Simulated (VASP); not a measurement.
# BiB (Fm-3m) in VASP: a series of runs

Runs on BiB. Level: PBEsol. Tasks: single point.

Program: VASP 6.6.1. These are calculated values, not measurements. Logs are shortened: lines on timing, memory, paths and dates and some standing lists are left out, and cuts for length are marked.

## 1. The cell of the first run

It takes space group Fm-3m (No. 225, cubic). Conventional cell: a = 5.254 Å, b = 5.254 Å, c = 5.254 Å, α = 90.00°, β = 90.00°, γ = 90.00°. B (site symmetry m-3m) has 6 Bi at 2.63 Å within 3.5 Å. Bi (site symmetry m-3m) has 6 B at 2.63 Å within 3.5 Å.

## 2. Single point, PBEsol

Input file INCAR:

```
SYSTEM = BiB
  ALGO = Normal
  EDIFF = 1E-6
  ENCUT = 500
  GGA = PS
  GGA_COMPAT = .False.
  ISIF = 2
  ISMEAR = -1
  LASPH = .True.
  LCHARG = .False.
  LREAL = .False.
  LWAVE = .False.
  NBANDS = 16
  NELM = 120
  PREC = Accurate
  SIGMA = 0.02
```

Input file KPOINTS:

```
k-points
0
Gamma
  6 6 6
  0 0 0
```

Input file POSCAR:

```
BiB
1.0
    0.0000000000      2.6268329274      2.6268329274
    2.6268329274      0.0000000000      2.6268329274
    2.6268329274      2.6268329274      0.0000000000
B Bi
1 1
Direct
    0.0000000000      0.0000000000      0.0000000000
    0.5000000000      0.5000000000      0.5000000000
```

Potentials or basis: VASP PAW PBE potentials, release 64 (B, Bi_d).

The run is started by

```sh
$ cat potpaw_PBE.64/B/POTCAR potpaw_PBE.64/Bi_d/POTCAR > POTCAR
$ mpirun -np 1 vasp_std > vasp.out
```

OUTCAR:

```text
SYSTEM = BiB
   EDIFF = 1E-6
   ENCUT = 500
   GGA = PS
   ISIF = 2
   ISMEAR = -1
   LASPH = .True.
   LREAL = .False.
   NELM = 120
   PREC = Accurate

 ion  position               nearest neighbor table
   1  0.000  0.000  0.000-   2 2.63   2 2.63   2 2.63   2 2.63   2 2.63   2 2.63
   2  0.500  0.500  0.500-   1 2.63   1 2.63   1 2.63   1 2.63   1 2.63   1 2.63

  LATTYP: Found a face centered cubic cell.
 ALAT       =     5.2536658548

  Lattice vectors:

 A1 = (   0.0000000000,   2.6268329274,   2.6268329274)
 A2 = (   2.6268329274,   0.0000000000,   2.6268329274)
 A3 = (   2.6268329274,   2.6268329274,   0.0000000000)

Analysis of symmetry for initial positions (statically):
=====================================================================
 Subroutine PRICEL returns:
 Original cell was already a primitive cell.

 Routine SETGRP: Setting up the symmetry group for a
 face centered cubic supercell.

 Subroutine GETGRP returns: Found 48 space group operations
 (whereof 48 operations were pure point group operations)
 out of a pool of 48 trial point group operations.

The static configuration has the point symmetry O_h .

Analysis of symmetry for dynamics (positions and initial velocities):
=====================================================================
 Subroutine PRICEL returns:
 Original cell was already a primitive cell.

 Routine SETGRP: Setting up the symmetry group for a
 face centered cubic supercell.

 Subroutine GETGRP returns: Found 48 space group operations
 (whereof 48 operations were pure point group operations)
 out of a pool of 48 trial point group operations.

The dynamic configuration has the point symmetry O_h .

 Subroutine INISYM returns: Found 48 space group operations
 (whereof 48 operations are pure point group operations),
 and found     1 'primitive' translations

----------------------------------------------------------------------------------------

                                     Primitive cell

  volume of cell :      36.2516

  direct lattice vectors                    reciprocal lattice vectors
     0.000000000  2.626832927  2.626832927    -0.190343282  0.190343282  0.190343282
     2.626832927  0.000000000  2.626832927     0.190343282 -0.190343282  0.190343282
     2.626832927  2.626832927  0.000000000     0.190343282  0.190343282 -0.190343282

  length of vectors
     3.714902752  3.714902752  3.714902752     0.329684235  0.329684235  0.329684235

  position of ions in fractional coordinates (direct lattice)
     0.000000000  0.000000000  0.000000000
     0.500000000  0.500000000  0.500000000

  ion indices of the primitive-cell ions
   primitive index   ion index
                 1           1
                 2           2

----------------------------------------------------------------------------------------

 KPOINTS: k-points

Automatic generation of k-mesh.
 Grid dimensions read from file:
 generate k-points for:    6    6    6

 Generating k-lattice:

  Cartesian coordinates                     Fractional coordinates (reciprocal lattice)
    -0.031723880  0.031723880  0.031723880     0.166666667  0.000000000  0.000000000
     0.031723880 -0.031723880  0.031723880     0.000000000  0.166666667  0.000000000
     0.031723880  0.031723880 -0.031723880     0.000000000  0.000000000  0.166666667

  Length of vectors
     0.054947372  0.054947372  0.054947372

  Shift w.r.t. Gamma in fractional coordinates (k-lattice)
     0.000000000  0.000000000  0.000000000

 Subroutine IBZKPT returns following result:
 ===========================================

 Found     16 irreducible k-points:

 Following reciprocal coordinates:
            Coordinates               Weight
  0.000000  0.000000  0.000000      1.000000
  0.166667  0.000000  0.000000      8.000000
  0.333333  0.000000  0.000000      8.000000
  0.500000  0.000000  0.000000      4.000000
  0.166667  0.166667  0.000000      6.000000
  0.333333  0.166667  0.000000     24.000000
[... 8 lines left out ...]
 -0.333333  0.333333  0.166667     24.000000
 -0.333333  0.500000  0.166667     12.000000
   k-points           NKPTS =     16   k-points in BZ     NKDIM =     16   number of bands    NBANDS=     16
   number of dos      NEDOS =    301   number of ions     NIONS =      2
   total plane-waves  NPLWV =  21952
   dimension x,y,z NGX =    28 NGY =   28 NGZ =   28
   dimension x,y,z NGXF=    56 NGYF=   56 NGZF=   56
   ions per type =               1   1
   NGX,Y,Z   is equivalent  to a cutoff of  12.53, 12.53, 12.53 a.u.
   NGXF,Y,Z  is equivalent  to a cutoff of  25.06, 25.06, 25.06 a.u.
 SYSTEM =  BiB
   PREC   = accura    normal or accurate (medium, high low for compatibility)
   ISTART =      0    job   : 0-new  1-cont  2-samecut
   ICHARG =      2    charge: 1-file 2-atom 10-const
   ISPIN  =      1    spin polarized calculation?
   LNONCOLLINEAR =      F non collinear calculations
   LSORBIT =      F    spin-orbit coupling
   LASPH  =      T    aspherical Exc in radial PAW
   ENCUT  =  500.0 eV  36.75 Ry    6.06 a.u.   6.77  6.77  6.77*2*pi/ulx,y,z
   NELM   =    120;   NELMIN=  2; NELMDL= -5     # of ELM steps
   EDIFF  = 0.1E-05   stopping-criterion for ELM
   LREAL  =      F    real-space projection
   EDIFFG = 0.1E-04   stopping-criterion for IOM
   NSW    =      0    number of steps for IOM
   IBRION =     -1    ionic relax: 0-MD 1-quasi-New 2-CG
   NFREE  =      0    steps in history (QN), initial steepest desc. (CG)
   ISIF   =      2    stress and relaxation
   ISYM   =      2    0-nonsym 1-usesym 2-fastsym
   POTIM  = 0.5000    time-step for ionic-motion
   TEBEG  =    0.0;   TEEND  =   0.0 temperature during run
   PSTRESS=    0.0 pullay stress
   NELECT =      18.0000    total number of electrons
   NUPDOWN=      -1.0000    fix difference up-down
   EMIN   =  10.00;   EMAX   =-10.00  energy-range for DOS
   EFERMI =   0.00;   METHOD = LEGACY
   ISMEAR =    -1;   SIGMA  =   0.02  broadening in eV -4-tet -1-fermi 0-gaus
   EFERMI_NEDOS =   21; number of points for ismear=-14 and -15
   IALGO  =     38    algorithm
   IMIX   =      4    mixing-type and parameters
     AMIX     =   0.40;   BMIX     =  1.00
     AMIX_MAG =   1.60;   BMIX_MAG =  1.00
  volume/ion in A,a.u.               =      18.13       122.32
  Fermi-wavevector in a.u.,A,eV,Ry     =   1.296353  2.449752 22.865007  1.680531
  Thomas-Fermi vector in A             =   2.427815
   LORBIT       =      0    0 simple, 1 ext, 2 COOP (PROOUT), +10 PAW based schemes
   GGA     = PS    functional components
   LHFCALC =     F    Hartree Fock is set to
   AEXX    =    0.0000 exact exchange contribution
   IVDW    =     0    specifies the selected vdW correction
   LEPSILON=     F    determine dielectric tensor
   LRPA    =     F    only Hartree local field effects (RPA)
 non-spin polarized calculation
  energy-cutoff  :      500.00
  volume of cell :       36.25
 maximum number of plane-waves:       941
   NGX = 13   NGY = 13   NGZ = 13

 number of electron      18.0000003 magnetization

 Free energy of the ion-electron system (eV)
  ---------------------------------------------------
  ext. energy  EPLUGINS =         0.00000000
  ---------------------------------------------------
  free energy    TOTEN  =        -9.01115424 eV

  energy without entropy =       -9.00909781  energy(sigma->0) =       -9.01012603

 E-fermi :   8.1587     XC(G=0): -11.1136

 val. band max:        8.0588359383   @ k =   0.0000   0.0000   0.0000
 cond. band min:       8.1636179489   @ k =   0.1667   0.0000   0.0000
 fundamental gap:      0.1047820107
 Fermi energy:         8.1586900702

 k-point     1 :       0.0000    0.0000    0.0000
  band No.  band energies     occupation
      1     -14.6099      2.00000
      2     -14.6099      2.00000
      3     -14.6099      2.00000
      4     -14.5796      2.00000
      5     -14.5796      2.00000
      6      -6.0948      2.00000
[... 8 lines left out ...]
     15      16.5347      0.00000
     16      16.5347      0.00000

 k-point     2 :       0.1667    0.0000    0.0000
  band No.  band energies     occupation
      1     -14.6077      2.00000
      2     -14.6033      2.00000
      3     -14.6033      2.00000
      4     -14.5761      2.00000
      5     -14.5761      2.00000
      6      -5.6647      2.00000
[... 8 lines left out ...]
     15      17.3464      0.00000
     16      17.3464      0.00000

 k-point     3 :       0.3333    0.0000    0.0000
  band No.  band energies     occupation
      1     -14.6174      2.00000
      2     -14.6174      2.00000
      3     -14.6044      2.00000
      4     -14.5420      2.00000
      5     -14.5420      2.00000
      6      -4.4418      2.00000
[... 8 lines left out ...]
     15      19.3135      0.00000
     16      19.3135      0.00000

 k-point     4 :       0.5000    0.0000    0.0000
  band No.  band energies     occupation
      1     -14.6266      2.00000
      2     -14.6266      2.00000
      3     -14.6034      2.00000
      4     -14.5224      2.00000
      5     -14.5224      2.00000
      6      -3.2665      2.00000
[... 8 lines left out ...]
     15      21.6367      0.00000
     16      21.6367      0.00000
[... 172 lines left out ...]
 k-point    14 :       0.5000    0.3333    0.1667
  band No.  band energies     occupation
      1     -14.6333      2.00000
      2     -14.6122      2.00000
      3     -14.5827      2.00000
      4     -14.5340      2.00000
      5     -14.5316      2.00000
      6      -3.4326      2.00000
[... 8 lines left out ...]
     15      20.9853      0.00000
     16      21.3884      0.00000

 k-point    15 :      -0.3333    0.3333    0.1667
  band No.  band energies     occupation
      1     -14.6368      2.00000
      2     -14.5936      2.00000
      3     -14.5684      2.00000
      4     -14.5657      2.00000
      5     -14.5152      2.00000
      6      -2.4816      2.00000
[... 8 lines left out ...]
     15      18.3928      0.00000
     16      22.4441      0.00000

 k-point    16 :      -0.3333    0.5000    0.1667
  band No.  band energies     occupation
      1     -14.6499      2.00000
      2     -14.6193      2.00000
      3     -14.5572      2.00000
      4     -14.5425      2.00000
      5     -14.5025      2.00000
      6      -2.1602      2.00000
[... 8 lines left out ...]
     15      20.2221      0.00000
     16      24.5019      0.00000

------------------------ aborting loop because EDIFF is reached ----------------------------------------

  FORCE on cell =-STRESS in cart. coord.  units (eV):
  Direction    XX          YY          ZZ          XY          YZ          ZX
  --------------------------------------------------------------------------------------
  -------------------------------------------------------------------------------------
  Total       -0.4765304     -0.4765304     -0.4765304      0.0000000      0.0000000     -0.0000000
  in kB      -21.0607506    -21.0607506    -21.0607506      0.0000000      0.0000000     -0.0000000
  external PRESSURE =     -21.0607506 kB  Pullay stress =       0.0000000 kB

 VOLUME and BASIS-vectors are now :
 -----------------------------------------------------------------------------
  energy-cutoff  :      500.00
  volume of cell :       36.25
      direct lattice vectors                 reciprocal lattice vectors
     0.000000000  2.626832927  2.626832927    -0.190343282  0.190343282  0.190343282
     2.626832927  0.000000000  2.626832927     0.190343282 -0.190343282  0.190343282
     2.626832927  2.626832927  0.000000000     0.190343282  0.190343282 -0.190343282

 POSITION                                       TOTAL-FORCE (eV/Angst)
 -----------------------------------------------------------------------------------
      0.00000      0.00000      0.00000        -0.000000     -0.000000      0.000000
      2.62683      2.62683      2.62683         0.000000      0.000000     -0.000000
 -----------------------------------------------------------------------------------
    total drift:                                0.000000      0.000000      0.000000

  FREE ENERGIE OF THE ION-ELECTRON SYSTEM (eV)
  ---------------------------------------------------
  free  energy   TOTEN  =        -9.0111542361 eV

  energy  without entropy=       -9.0090978143  energy(sigma->0) =       -9.01012603
```

Wall time 6.7 s (1 thread of Intel Xeon Platinum 8488C (Sapphire Rapids), shared host); peak memory 0.15 GiB.

What came out:

| Item | Value |
| --- | --- |
| Free energy | -9.0112 eV |
| Pressure | -2.1 GPa |
| Band gap on the k mesh | zero (bands 9 and 10 overlap by 4.08 eV) |

Caveat: the PAW data sets were made with another functional, which shifts forces and pressure a little; spin-orbit coupling is left out, which moves the levels of the heavy elements.

## 3. Single point, PBEsol

Input file INCAR:

```
PREC = Accurate
ENCUT = 500
EDIFF = 1E-6
ISMEAR = 0
SIGMA = 0.001
LREAL = F
LASPH = T
NELM = 120
ALGO = Normal
ISIF = 2
LWAVE = F
LCHARG = F
GGA = PS
NBANDS = 16
GGA_COMPAT = F
```

Input file KPOINTS:

```
regular mesh
0
Gamma
  6 6 6
```

POSCAR is that of step 2.

Potentials or basis: VASP PAW PBE potentials, release 64 (B, Bi_d).

The run is started by

```sh
$ cat potpaw_PBE.64/B/POTCAR potpaw_PBE.64/Bi_d/POTCAR > POTCAR
$ mpirun -np 1 vasp_std > vasp.out
```

OUTCAR:

```text
PREC = Accurate
   ENCUT = 500
   EDIFF = 1E-6
   ISMEAR = 0
   LREAL = F
   LASPH = T
   NELM = 120
   ISIF = 2
   GGA = PS

 ion  position               nearest neighbor table
   1  0.000  0.000  0.000-   2 2.63   2 2.63   2 2.63   2 2.63   2 2.63   2 2.63
   2  0.500  0.500  0.500-   1 2.63   1 2.63   1 2.63   1 2.63   1 2.63   1 2.63

  LATTYP: Found a face centered cubic cell.
 ALAT       =     5.2536658548

  Lattice vectors:

 A1 = (   0.0000000000,   2.6268329274,   2.6268329274)
 A2 = (   2.6268329274,   0.0000000000,   2.6268329274)
 A3 = (   2.6268329274,   2.6268329274,   0.0000000000)

Analysis of symmetry for initial positions (statically):
=====================================================================
 Subroutine PRICEL returns:
 Original cell was already a primitive cell.

 Routine SETGRP: Setting up the symmetry group for a
 face centered cubic supercell.

 Subroutine GETGRP returns: Found 48 space group operations
[... 151 lines left out ...]
  ---------------------------------------------------
  free energy    TOTEN  =        -9.00916100 eV

  energy without entropy =       -9.00911972  energy(sigma->0) =       -9.00914036

 E-fermi :   8.1636     XC(G=0): -11.1136

 val. band max:        8.0589264034   @ k =   0.0000   0.0000   0.0000
 cond. band min:       8.1637065454   @ k =   0.1667   0.0000   0.0000
 fundamental gap:      0.1047801420
 Fermi energy:         8.1635953184

 k-point     1 :       0.0000    0.0000    0.0000
  band No.  band energies     occupation
      1     -14.6099      2.00000
      2     -14.6099      2.00000
      3     -14.6099      2.00000
      4     -14.5795      2.00000
      5     -14.5795      2.00000
      6      -6.0947      2.00000
[... 281 lines left out ...]
      3     -14.5571      2.00000
      4     -14.5425      2.00000
      5     -14.5025      2.00000
      6      -2.1602      2.00000
[... 8 lines left out ...]
     15      20.2222      0.00000
     16      24.5019      0.00000

------------------------ aborting loop because EDIFF is reached ----------------------------------------

  FORCE on cell =-STRESS in cart. coord.  units (eV):
  Direction    XX          YY          ZZ          XY          YZ          ZX
  --------------------------------------------------------------------------------------
  -------------------------------------------------------------------------------------
  Total       -0.4792483     -0.4792483     -0.4792483     -0.0000000     -0.0000000     -0.0000000
  in kB      -21.1808706    -21.1808706    -21.1808706     -0.0000000     -0.0000000     -0.0000000
  external PRESSURE =     -21.1808706 kB  Pullay stress =       0.0000000 kB

 VOLUME and BASIS-vectors are now :
 -----------------------------------------------------------------------------
  energy-cutoff  :      500.00
  volume of cell :       36.25
      direct lattice vectors                 reciprocal lattice vectors
     0.000000000  2.626832927  2.626832927    -0.190343282  0.190343282  0.190343282
     2.626832927  0.000000000  2.626832927     0.190343282 -0.190343282  0.190343282
     2.626832927  2.626832927  0.000000000     0.190343282  0.190343282 -0.190343282

 POSITION                                       TOTAL-FORCE (eV/Angst)
 -----------------------------------------------------------------------------------
      0.00000      0.00000      0.00000         0.000000     -0.000000     -0.000000
      2.62683      2.62683      2.62683        -0.000000      0.000000      0.000000
 -----------------------------------------------------------------------------------
    total drift:                                0.000000      0.000000      0.000000

  FREE ENERGIE OF THE ION-ELECTRON SYSTEM (eV)
  ---------------------------------------------------
  free  energy   TOTEN  =        -9.0091610020 eV

  energy  without entropy=       -9.0091197241  energy(sigma->0) =       -9.00914036
```

OSZICAR:

```text
N       E                     dE             d eps       ncg     rms          rms(c)
DAV:   1     0.123526053291E+03    0.12353E+03   -0.96305E+03   512   0.132E+03
DAV:   2    -0.167047018388E+01   -0.12520E+03   -0.12110E+03   568   0.335E+02
DAV:   3    -0.914498225967E+01   -0.74745E+01   -0.74398E+01   664   0.792E+01
DAV:   4    -0.930504791136E+01   -0.16007E+00   -0.16002E+00   656   0.123E+01
DAV:   5    -0.931081655491E+01   -0.57686E-02   -0.57681E-02   752   0.208E+00    0.240E+00
DAV:   6    -0.901990623962E+01    0.29091E+00   -0.54766E-01   688   0.606E+00    0.889E-01
DAV:   7    -0.901066079253E+01    0.92454E-02   -0.84942E-02   648   0.162E+00    0.434E-01
DAV:   8    -0.900934037648E+01    0.13204E-02   -0.51704E-03   664   0.868E-01    0.560E-02
DAV:   9    -0.900916333796E+01    0.17704E-03   -0.52071E-04   760   0.255E-01    0.233E-02
DAV:  10    -0.900916129033E+01    0.20476E-05   -0.67377E-05   712   0.824E-02    0.865E-03
DAV:  11    -0.900916100203E+01    0.28829E-06   -0.57379E-06   664   0.268E-02
   1 F= -.90091610E+01 E0= -.90091404E+01  d E =-.412779E-04
```

stdout:

```text
POSCAR found type information on POSCAR B Bi
 POSCAR found :  2 types and       2 ions
 scaLAPACK will be used
 -----------------------------------------------------------------------------
|                                                                             |
|                                                                             |
|     You enforced a specific xc type in the INCAR file but a different       |
|     I HOPE YOU KNOW WHAT YOU ARE DOING!                                     |
|                                                                             |
 -----------------------------------------------------------------------------

 LDA part: xc-table for (Slater+PW92), standard interpolation
 POSCAR, INCAR and KPOINTS ok, starting setup
 FFT: planning ... GRIDC
 FFT: planning ... GRID_SOFT
 FFT: planning ... GRID
 WAVECAR not read
 entering main loop
```

Wall time 7.3 s (1 thread of Intel Xeon Platinum 8488C (Sapphire Rapids), shared host); peak memory 0.15 GiB.

What came out:

- Free energy: -9.0092 eV
- Pressure: -2.1 GPa
- Band gap on the k mesh: zero (bands 9 and 10 overlap by 4.08 eV)

Caveat: the PAW data sets were made with another functional, which shifts forces and pressure a little; spin-orbit coupling is left out, which moves the levels of the heavy elements.
